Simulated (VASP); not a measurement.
# B3Sb2P (P-6m2) in VASP: further runs

Runs on B3Sb2P. Level: PBE. Tasks: single point, relaxation of cell and atoms.

Program: VASP 6.6.1. These are calculated values, not measurements. Logs are shortened: lines on timing, memory, paths and dates and some standing lists are left out, and cuts for length are marked.

### Step 1. The cell of the first run

Symmetry: P-6m2, No. 187, hexagonal system. Conventional cell: a = 3.188 Å, b = 3.188 Å, c = 11.394 Å, α = 90.00°, β = 90.00°, γ = 120.00°. Within 2.4 Å of B (site symmetry -6m2) lie 3 B at 1.84 Å. Within 2.4 Å of B (site symmetry -6m2) lie 3 P at 1.84 Å. Within 2.4 Å of B (site symmetry -6m2) lie 3 B at 1.84 Å. Within 3.7 Å of Sb (site symmetry 3m) lie 6 B at 2.80 Å and 6 Sb at 3.19 Å. P (site symmetry -6m2) has 3 B at 1.84 Å within 2.4 Å.

### Step 2. Single point, PBE

File INCAR:

```
SYSTEM = B3Sb2P
PREC = Accurate
ENCUT = 520
EDIFF = 1E-6
ISMEAR = 0
SIGMA = 0.1
LREAL = .FALSE.
LASPH = .TRUE.
NELM = 60
ALGO = Normal
ISIF = 2
LWAVE = .FALSE.
LCHARG = .TRUE.
GGA = PE
LELF = .TRUE.
LVHAR = .TRUE.
NBANDS = 21
```

File KPOINTS:

```
Automatic mesh
0
G
  6 6 2
  0 0 0
```

File POSCAR:

```
B3Sb2P
1.0
    3.1882085541     -0.0000000023      0.0000000000
   -1.5941042751      2.7610696016      0.0000000000
    0.0000000000      0.0000000000     11.3941168184
B Sb P
3 2 1
Direct
    0.6666666667      0.3333333333      0.5000000000
    0.0000000000      0.0000000000      0.0000000000
    0.0000000000      0.0000000000      0.5000000000
    0.3333333333      0.6666666667      0.3149682467
    0.3333333333      0.6666666667      0.6850317533
    0.6666666667      0.3333333333      0.0000000000
```

Potentials or basis: VASP PAW PBE potentials, release 64 (B, Sb, P).

Launch:

```console
$ cat potpaw_PBE.64/B/POTCAR potpaw_PBE.64/Sb/POTCAR potpaw_PBE.64/P/POTCAR > POTCAR
$ mpirun -np 1 vasp_std > vasp.out
```

OUTCAR:

```text
SYSTEM = B3Sb2P
   PREC = Accurate
   ENCUT = 520
   EDIFF = 1E-6
   ISMEAR = 0
   LREAL = .FALSE.
   LASPH = .TRUE.
   NELM = 60
   ISIF = 2
   GGA = PE

 ion  position               nearest neighbor table
   1  0.667  0.333  0.500-   3 1.84   3 1.84   3 1.84   5 2.80   4 2.80   5 2.80   4 2.80   5 2.80
                             4 2.80
   2  0.000  0.000  0.000-   6 1.84   6 1.84   6 1.84
   3  0.000  0.000  0.500-   1 1.84   1 1.84   1 1.84   5 2.80   4 2.80   4 2.80   5 2.80   4 2.80
                             5 2.80
   4  0.333  0.667  0.315-   1 2.80   3 2.80   1 2.80   3 2.80   3 2.80   1 2.80
   5  0.333  0.667  0.685-   1 2.80   3 2.80   1 2.80   3 2.80   3 2.80   1 2.80
   6  0.667  0.333  0.000-   2 1.84   2 1.84   2 1.84

  LATTYP: Found a hexagonal cell.
 ALAT       =     3.1882085541
 C/A-ratio  =     3.5738304521

  Lattice vectors:

 A1 = (   3.1882085541,  -0.0000000023,   0.0000000000)
 A2 = (  -1.5941042751,   2.7610696016,   0.0000000000)
 A3 = (   0.0000000000,   0.0000000000,  11.3941168184)

Analysis of symmetry for initial positions (statically):
=====================================================================
 Subroutine PRICEL returns:
 Original cell was already a primitive cell.

 Routine SETGRP: Setting up the symmetry group for a
 hexagonal supercell.

 Subroutine GETGRP returns: Found 12 space group operations
 (whereof 12 operations were pure point group operations)
 out of a pool of 24 trial point group operations.

The static configuration has the point symmetry D_3h.

Analysis of symmetry for dynamics (positions and initial velocities):
=====================================================================
 Subroutine PRICEL returns:
 Original cell was already a primitive cell.

 Routine SETGRP: Setting up the symmetry group for a
 hexagonal supercell.

 Subroutine GETGRP returns: Found 12 space group operations
 (whereof 12 operations were pure point group operations)
 out of a pool of 24 trial point group operations.

The dynamic configuration has the point symmetry D_3h.

 Subroutine INISYM returns: Found 12 space group operations
 (whereof 12 operations are pure point group operations),
 and found     1 'primitive' translations

----------------------------------------------------------------------------------------

                                     Primitive cell

  volume of cell :     100.3009

[... 88 lines left out ...]
   NSW    =      0    number of steps for IOM
   IBRION =     -1    ionic relax: 0-MD 1-quasi-New 2-CG
   NFREE  =      0    steps in history (QN), initial steepest desc. (CG)
   ISIF   =      2    stress and relaxation
   ISYM   =      2    0-nonsym 1-usesym 2-fastsym
   POTIM  = 0.5000    time-step for ionic-motion
   TEBEG  =    0.0;   TEEND  =   0.0 temperature during run
   PSTRESS=    0.0 pullay stress
   NELECT =      24.0000    total number of electrons
   NUPDOWN=      -1.0000    fix difference up-down
   EMIN   =  10.00;   EMAX   =-10.00  energy-range for DOS
   EFERMI =   0.00;   METHOD = LEGACY
   ISMEAR =     0;   SIGMA  =   0.10  broadening in eV -4-tet -1-fermi 0-gaus
   EFERMI_NEDOS =   21; number of points for ismear=-14 and -15
   IALGO  =     38    algorithm
   IMIX   =      4    mixing-type and parameters
     AMIX     =   0.40;   BMIX     =  1.00
     AMIX_MAG =   1.60;   BMIX_MAG =  1.00
  volume/ion in A,a.u.               =      16.72       112.81
  Fermi-wavevector in a.u.,A,eV,Ry     =   1.016351  1.920625 14.054398  1.032969
  Thomas-Fermi vector in A             =   2.149689
   LORBIT       =      0    0 simple, 1 ext, 2 COOP (PROOUT), +10 PAW based schemes
   GGA     = PE    functional components
   LHFCALC =     F    Hartree Fock is set to
   AEXX    =    0.0000 exact exchange contribution
   IVDW    =     0    specifies the selected vdW correction
   LEPSILON=     F    determine dielectric tensor
   LRPA    =     F    only Hartree local field effects (RPA)
 non-spin polarized calculation
 Gauss-broadening in eV      SIGMA  =   0.10
  energy-cutoff  :      520.00
  volume of cell :      100.30
 maximum number of plane-waves:      2742
 NGX is ok and might be reduce to    24
   NGX = 11   NGY = 11   NGZ = 43

 number of electron      23.9999999 magnetization

 Free energy of the ion-electron system (eV)
  ---------------------------------------------------
  ext. energy  EPLUGINS =         0.00000000
  ---------------------------------------------------
  free energy    TOTEN  =       -31.34635793 eV

  energy without entropy =      -31.34092697  energy(sigma->0) =      -31.34364245

 E-fermi :   7.3157     XC(G=0): -10.1454

 val. band max:        7.3114011334   @ k =   0.3333   0.3333   0.5000
 cond. band min:       7.3157220747   @ k =   0.5000   0.0000   0.5000
 fundamental gap:      0.0043209413
 Fermi energy:         7.3156631302

 k-point     1 :       0.0000    0.0000    0.0000
  band No.  band energies     occupation
      1      -7.4022      2.00000
      2      -7.0417      2.00000
      3      -5.6295      2.00000
      4      -2.2094      2.00000
      5       1.0581      2.00000
      6       3.1685      2.00000
[... 325 lines left out ...]
     20      13.7256      0.00000
     21      15.0878      0.00000

------------------------ aborting loop because EDIFF is reached ----------------------------------------

  FORCE on cell =-STRESS in cart. coord.  units (eV):
  Direction    XX          YY          ZZ          XY          YZ          ZX
  --------------------------------------------------------------------------------------
  -------------------------------------------------------------------------------------
  Total       -0.0658511     -0.0658511      0.1455752      0.0000000     -0.0000000      0.0000000
  in kB       -1.0518867     -1.0518867      2.3253762      0.0000000     -0.0000000      0.0000000
  external PRESSURE =       0.0738676 kB  Pullay stress =       0.0000000 kB

 VOLUME and BASIS-vectors are now :
 -----------------------------------------------------------------------------
  energy-cutoff  :      520.00
  volume of cell :      100.30
      direct lattice vectors                 reciprocal lattice vectors
     3.188208554 -0.000000002  0.000000000     0.313655767  0.181089241  0.000000000
    -1.594104275  2.761069602  0.000000000     0.000000000  0.362178483  0.000000000
     0.000000000  0.000000000 11.394116818     0.000000000  0.000000000  0.087764591

 POSITION                                       TOTAL-FORCE (eV/Angst)
 -----------------------------------------------------------------------------------
      1.59410      0.92036      5.69706         0.000000      0.000000      0.000000
      0.00000      0.00000      0.00000        -0.000000      0.000000      0.000000
      0.00000      0.00000      5.69706        -0.000000      0.000000      0.000000
      0.00000      1.84071      3.58878        -0.000000      0.000000      0.002300
      0.00000      1.84071      7.80533        -0.000000      0.000000     -0.002300
      1.59410      0.92036      0.00000         0.000000     -0.000000      0.000000
 -----------------------------------------------------------------------------------
    total drift:                                0.000000     -0.000000      0.000000

  FREE ENERGIE OF THE ION-ELECTRON SYSTEM (eV)
  ---------------------------------------------------
  free  energy   TOTEN  =       -31.3463579276 eV

  energy  without entropy=      -31.3409269692  energy(sigma->0) =      -31.34364245
```

OSZICAR:

```text
N       E                     dE             d eps       ncg     rms          rms(c)
DAV:   1     0.862772514872E+02    0.86277E+02   -0.92166E+03   588   0.957E+02
DAV:   2    -0.273353687843E+02   -0.11361E+03   -0.11006E+03   758   0.162E+02
DAV:   3    -0.344598842452E+02   -0.71245E+01   -0.69857E+01   740   0.447E+01
DAV:   4    -0.345618133997E+02   -0.10193E+00   -0.10167E+00   736   0.571E+00
DAV:   5    -0.345635371430E+02   -0.17237E-02   -0.17235E-02   815   0.772E-01    0.963E+00
DAV:   6    -0.314501991522E+02    0.31133E+01   -0.68226E+00   695   0.128E+01    0.515E+00
DAV:   7    -0.313662253357E+02    0.83974E-01   -0.17166E+00   714   0.556E+00    0.209E+00
DAV:   8    -0.313475110729E+02    0.18714E-01   -0.12344E-01   734   0.182E+00    0.812E-01
DAV:   9    -0.313464690977E+02    0.10420E-02   -0.20999E-02   732   0.758E-01    0.195E-01
DAV:  10    -0.313463271444E+02    0.14195E-03   -0.19150E-03   702   0.252E-01    0.798E-02
DAV:  11    -0.313463473328E+02   -0.20188E-04   -0.26262E-04   730   0.866E-02    0.458E-02
DAV:  12    -0.313463509305E+02   -0.35977E-05   -0.35241E-05   725   0.309E-02    0.255E-02
DAV:  13    -0.313463578889E+02   -0.69584E-05   -0.18434E-05   671   0.237E-02    0.504E-03
DAV:  14    -0.313463579276E+02   -0.38753E-07   -0.73963E-07   469   0.430E-03
   1 F= -.31346358E+02 E0= -.31343642E+02  d E =-.543096E-02
```

stdout:

```text
POSCAR found type information on POSCAR B SbP
 POSCAR found :  3 types and       6 ions
 scaLAPACK will be used
 LDA part: xc-table for (Slater+PW92), standard interpolation
 POSCAR, INCAR and KPOINTS ok, starting setup
 FFT: planning ... GRIDC
 FFT: planning ... GRID_SOFT
 FFT: planning ... GRID
 WAVECAR not read
 entering main loop
```

It took 26 s on 1 thread of Intel Xeon 6975P-C, shared host; peak memory 0.22 GiB.

Results:

```
Free energy            : -31.3464 eV
Pressure               : 0.0 GPa
Band gap on the k mesh : zero (band 12 reaches 10.96 eV, above the bottom of band 13 at 6.15 eV)
```

Forces in eV/Å, atoms in the order of the input:
```
B    0.000  0.000  0.000
B    0.000  0.000  0.000
B    0.000  0.000  0.000
Sb   0.000  0.000  0.002
Sb   0.000  0.000 -0.002
P    0.000  0.000  0.000
```

Caveat: the k points lie up to 0.38 Å⁻¹ apart; spin-orbit coupling is left out, which moves the levels of the heavy elements; this functional lacks dispersion, which binds the layers, so the pressure and a relaxed spacing across them are unreliable.

### Step 3. Single point, PBE

This run uses another cell than the first one, of 19.06 Å³/atom, 1.140 times its volume.

File INCAR:

```
PREC = Accurate
ENCUT = 520
EDIFF = 1E-6
ISMEAR = 0
SIGMA = 0.1
LREAL = F
LASPH = T
NELM = 80
ALGO = Normal
ISIF = 2
LWAVE = F
LCHARG = T
GGA = PE
LELF = T
LVHAR = T
NBANDS = 21
```

File KPOINTS:

```
regular mesh
0
Gamma
  6 6 2
```

File POSCAR:

```
B3Sb2P
1.0
    4.0659190300      0.0000000000      0.0000000000
   -2.0329595100      3.5211891700      0.0000000000
    0.0000000000      0.0000000000      7.9867272000
B Sb P
3 2 1
Direct
    0.6666666700      0.3333333300      0.5000000000
    0.0000000000      0.0000000000      0.0000000000
    0.0000000000      0.0000000000      0.5000000000
    0.3333333300      0.6666666700      0.2478150000
    0.3333333300      0.6666666700      0.7521850000
    0.6666666700      0.3333333300      0.0000000000
```

Potentials or basis: VASP PAW PBE potentials, release 64 (B, Sb, P).

Launch:

```console
$ cat potpaw_PBE.64/B/POTCAR potpaw_PBE.64/Sb/POTCAR potpaw_PBE.64/P/POTCAR > POTCAR
$ mpirun -np 1 vasp_std > vasp.out
```

Run time: 32 s. Hardware: 1 thread of Intel Xeon 6975P-C, shared host; peak memory 0.23 GiB.

Results (log left out):

* Free energy: -24.7257 eV
* Pressure: -16.1 GPa
* Largest force: 0.455 eV/Å
* Band gap on the k mesh: zero (band 12 reaches 6.33 eV, above the bottom of band 13 at 5.32 eV)

Forces on the atoms (eV/Å):
```
B    0.000  0.000  0.000
B    0.000  0.000  0.000
B    0.000  0.000  0.000
Sb   0.000  0.000  0.455
Sb   0.000  0.000 -0.455
P    0.000  0.000  0.000
```

Stress tensor (GPa, compression positive):
```
-20.19   0.00   0.00
  0.00 -20.19   0.00
  0.00   0.00  -7.99
```

Levels at points of the mesh, in eV from the Fermi level:
```tsv
k point	band 8	band 9	band 10	band 11	band 12	band 13	band 14	band 15	band 16	band 17
(0.00, 0.00, 0.00)	-2.13	-0.80	-0.80	-0.69	-0.69	0.05	0.56	1.13	1.13	1.45
(0.50, 0.00, 0.00)	-4.45	-2.31	-1.64	-0.94	-0.24	-0.20	0.30	0.46	1.18	2.77
(0.00, 0.00, 0.50)	-1.57	-0.91	-0.71	-0.71	-0.54	-0.54	-0.03	0.24	0.24	2.68
(0.50, 0.00, 0.50)	-3.73	-2.99	-2.68	-2.09	-1.39	1.17	1.23	1.33	1.74	3.51
```

Caveat: the k points lie up to 0.39 Å⁻¹ apart; spin-orbit coupling is left out, which moves the levels of the heavy elements.

### Step 4. Relaxation of cell and atoms, PBE

This run uses another cell than the first one, of 19.06 Å³/atom, 1.140 times its volume.

File INCAR:

```
PREC     = Accurate       # precision mode
ENCUT    = 600            # plane-wave cutoff, eV
EDIFF    = 1E-6           # SCF threshold, eV
ISMEAR   = 0              # smearing method
SIGMA    = 0.1            # smearing width, eV
LREAL    = False          # projectors in reciprocal space
LASPH    = True           # aspherical terms in the spheres
NELM     = 60             # most SCF steps
ALGO     = Normal         # electronic algorithm
ISIF     = 3              # what is computed and relaxed
LWAVE    = False          # write WAVECAR
LCHARG   = False          # write CHGCAR
GGA      = PE             # functional
IBRION   = 2              # ionic algorithm
NSW      = 90             # ionic steps
EDIFFG   = -0.04          # ionic threshold
```

File KPOINTS:

```
Automatic mesh
0
Gamma
  6 6 2
```

POSCAR is that of step 3.

Launch:

```console
$ cat potpaw_PBE.64/B/POTCAR potpaw_PBE.64/Sb/POTCAR potpaw_PBE.64/P/POTCAR > POTCAR
$ mpirun -np 1 vasp_std > vasp.out
```

Wall time 9.7 min (1 thread of Intel Xeon 6975P-C, shared host); peak memory 0.29 GiB.

The run converged. Its results:

```
Free energy                            : -31.3426 eV
Relaxed volume                         : 16.56 Å³/atom
Relaxed cell                           : a = 3.186 Å, b = 3.186 Å, c = 11.303 Å, α = 90.00°, β = 90.00°, γ = 120.00°
Space group after relaxing (to 0.05 Å) : P-6m2 (No. 187)
Energy gained by relaxing              : 1102.7 meV/atom
Ionic steps                            : 34
Pressure after relaxing                : 0.2 GPa
Largest force after relaxing           : 0.024 eV/Å
Band gap on the k mesh                 : zero (band 12 reaches 11.08 eV, above the bottom of band 13 at 6.22 eV)
```

Forces in eV/Å, atoms in the order of the input:
```
B    0.000  0.000  0.000
B    0.000  0.000  0.000
B    0.000  0.000  0.000
Sb   0.000  0.000  0.024
Sb   0.000  0.000 -0.024
P    0.000  0.000  0.000
```

Stress tensor (GPa, compression positive):
```
0.15 0.00 0.00
0.00 0.15 0.00
0.00 0.00 0.26
```

Step by step:
```csv
step,energy change (eV),largest force (eV/Å),pressure (GPa),volume (Å³)
1,0.0000,0.4547,-16.12,114.34
2,-2.6242,1.0653,-1.18,85.28
3,-2.7049,1.3496,3.63,81.59
4,-3.9636,1.0938,9.86,78.37
5,0.4749,0.4578,92.08,64.80
6,-4.4839,0.7677,16.62,76.20
7,-4.3303,0.4287,40.96,70.89
8,-4.8714,0.7061,24.78,73.99
9,-4.7844,0.5248,31.63,72.47
10,-4.8632,0.5824,28.59,73.10
11,-5.2296,0.5580,25.69,75.06
12,-5.4133,0.5475,24.30,77.10
13,-5.3587,0.6365,24.71,80.94
14,-5.4455,0.5207,24.37,78.73
15,-6.0006,0.6811,13.85,83.04
16,-6.3584,0.8517,1.40,90.07
17,-6.3661,0.8731,-0.20,91.22
18,-6.3662,0.8767,-0.55,91.49
19,-6.3844,0.8493,-0.54,91.60
20,-6.4342,0.6853,-0.45,91.95
21,-6.4984,0.2482,-0.03,92.65
22,-6.5137,0.3780,1.05,94.05
23,-6.5249,0.0854,0.50,93.48
24,-6.5602,0.1274,1.43,94.38
25,-6.5864,0.0301,3.10,95.97
26,-6.5879,0.0957,2.75,95.62
27,-6.6084,0.0993,1.08,97.85
28,-6.6105,0.1824,0.39,98.86
29,-6.6136,0.1176,-0.08,99.14
30,-6.6138,0.0956,-0.24,99.24
31,-6.6144,0.0633,-0.05,99.10
32,-6.6146,0.0236,0.19,98.94
33,-6.6151,0.0238,0.20,99.05
34,-6.6161,0.0240,0.19,99.37
```

Final structure:
```yaml
crystal:
  lattice:
    - [3.18616, 0.00000, 0.00000]
    - [-1.59308, 2.75930, 0.00000]
    - [0.00000, 0.00000, 11.30283]
  atoms:
    - { symbol: B, position: [0.66667, 0.33333, 0.50000] }
    - { symbol: B, position: [0.00000, 0.00000, 0.00000] }
    - { symbol: B, position: [0.00000, 0.00000, 0.50000] }
    - { symbol: Sb, position: [0.33333, 0.66667, 0.31325] }
    - { symbol: Sb, position: [0.33333, 0.66667, 0.68675] }
    - { symbol: P, position: [0.66667, 0.33333, 0.00000] }
```

Levels at points of the mesh, in eV from the Fermi level:
```
           k point  band 8  band 9  band 10  band 11  band 12  band 13  band 14  band 15  band 16
(0.00, 0.00, 0.00)   -2.45   -0.71    -0.59    -0.59     3.69     3.69     3.92     3.92     4.89
(0.50, 0.00, 0.00)   -4.49   -3.91    -3.18    -2.29    -1.49     0.74     0.98     1.26     2.02
(0.00, 0.00, 0.50)   -2.45   -0.59    -0.59     0.32     2.61     3.74     3.74     3.85     3.85
(0.50, 0.00, 0.50)   -4.49   -4.08    -3.18    -1.94    -1.11    -0.02     0.39     1.85     1.88
```

Caveat: the k points lie up to 0.38 Å⁻¹ apart in the final cell; spin-orbit coupling is left out, which moves the levels of the heavy elements; this functional lacks dispersion, which binds the layers, so the pressure and a relaxed spacing across them are unreliable.

### Step 5. Summary

| task | cell | cutoff (eV) | gap on the mesh (eV) | pressure (GPa) | largest force (eV/Å) |
| --- | --- | --- | --- | --- | --- |
| single point | a = 3.188, b = 3.188, c = 11.394 Å, angles 90.0, 90.0, 120.0°, 6 atoms | 520 | none | 0.0 | - |
| single point | a = 4.066, b = 4.066, c = 7.987 Å, angles 90.0, 90.0, 120.0°, 6 atoms | 520 | none | -16.1 | 0.45 |
| relaxation of cell and atoms | relaxed from a = 4.066, b = 4.066, c = 7.987 Å, angles 90.0, 90.0, 120.0°, 6 atoms | 600 | none | 0.2 | 0.02 |

Alike in all rows: level PBE; potentials or basis VASP PAW PBE potentials, release 64 (B, Sb, P); no spin polarisation; k mesh 6 × 6 × 2; smearing gaussian 0.1 eV.

Caveats: all runs use coarse meshes; spin-orbit coupling is left out, which moves the levels of the heavy elements; this functional lacks dispersion, which binds the layers, so the pressure and a relaxed spacing across them are unreliable (some runs).

Absolute energies hang on the potentials; compare differences alone.
